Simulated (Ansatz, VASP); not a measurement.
# TaN in VASP and in Ansatz

```
CELL_PARAMETERS angstrom
-0.26704 2.14018 2.14018
2.14018 -0.26704 2.14018
2.14018 2.14018 -0.26704
ATOMIC_POSITIONS crystal
Ta 0.50000 0.50000 0.50000
N 0.00000 0.00000 0.00000
```

Alike in both runs: task single point; functional PBE; k mesh 20 × 20 × 20; occupations gaussian, width 0.15 eV; no spin polarisation.

```csv
,VASP,Ansatz
version,VASP 6.6.1,Ansatz 0.2.0
potentials or method,"VASP PAW PBE potentials, release 64 (Ta_pv, N), cutoff 520 eV","scalar-relativistic, plane waves, PAW"
valence electrons in the cell,16,18
```

|  | VASP | Ansatz | Ansatz less VASP |
| --- | --- | --- | --- |
| gap on the k mesh at the Fermi level (eV) | none | none | - |
| pressure (GPa) | -19.4 | -20.1 | -0.68 |
| traceless stress, the component that is largest in VASP (GPa) | 9.40 | 9.49 | +0.091 |

A gap of «none» marks a metal or a gap that the smearing closes. VASP's potentials hold 16 valence electrons a cell and Ansatz's 18, so a difference there can come from the potentials and not from the codes.

Spin-orbit coupling is off throughout.
